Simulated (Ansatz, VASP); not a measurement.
# Two plane-wave programs on Sr

Contents of INCAR:

```
SYSTEM = Sr
PREC     = Accurate       ! precision mode
ENCUT    = 520            ! plane-wave cutoff, eV
EDIFF    = 1E-6           ! SCF threshold, eV
ISMEAR   = 0              ! smearing method
SIGMA    = 0.15           ! smearing width, eV
LREAL    = .FALSE.        ! projectors in reciprocal space
LASPH    = .TRUE.         ! aspherical terms in the spheres
NELM     = 100            ! most SCF steps
ALGO     = Fast           ! electronic algorithm
ISIF     = 2              ! what is computed and relaxed
LWAVE    = .FALSE.        ! write WAVECAR
LCHARG   = .FALSE.        ! write CHGCAR
GGA      = CA             ! functional
NBANDS   = 11             ! bands
```

The input KPOINTS:

```
regular mesh
0
G
  14 14 14
  0 0 0
```

Contents of POSCAR:

```
Sr
1.0
   -2.4250000000      2.7887500000      2.4250000000
    2.4250000000     -2.7887500000      2.4250000000
    2.4250000000      2.7887500000     -2.4250000000
Sr
1
Direct
    0.0000000000      0.0000000000      0.0000000000
```

Input for Ansatz:

```yaml
crystal:
  lattice:
    - [-2.425, 2.78875, 2.425]
    - [2.425, -2.78875, 2.425]
    - [2.425, 2.78875, -2.425]
  atoms:
    - { symbol: Sr, position: [0.0, 0.0, 0.0] }
basis:
  ecutwfc: 420
kpoints:
  mp_grid: { grid: [14, 14, 14] }
hamiltonian:
  xc: lda
scf:
  occupations: { method: gaussian, width: 0.15 }
output:
  forces: true
  stress: true
  eigenvalues: true
```

Change from the starting cell: strain +0.1500 x Voigt [0, 1, 0, 0, 0, 0], atoms carried along.

Alike in both runs: task single point; functional LDA; k mesh 14 × 14 × 14; occupations gaussian, width 0.15 eV; no spin polarisation.

|  | VASP | Ansatz |
| --- | --- | --- |
| version | VASP 6.6.1 | Ansatz 0.2.0 |
| potentials or method | VASP PAW LDA potentials, release 64 (Sr_sv), cutoff 520 eV | scalar-relativistic, plane waves, PAW |
| valence electrons in the cell | 10 | 10 |

```csv
,VASP,Ansatz,Ansatz less VASP
gap on the k mesh at the Fermi level (eV),none,none,-
pressure (GPa),-2.5,-2.5,+0.01
"traceless stress, the component that is largest in VASP (GPa)",0.12,0.12,+0.002
```

LDA's correlation is that of Perdew and Zunger in VASP and of Perdew and Wang (1992) in Ansatz. A gap of «none» marks a metal or a gap that the smearing closes.
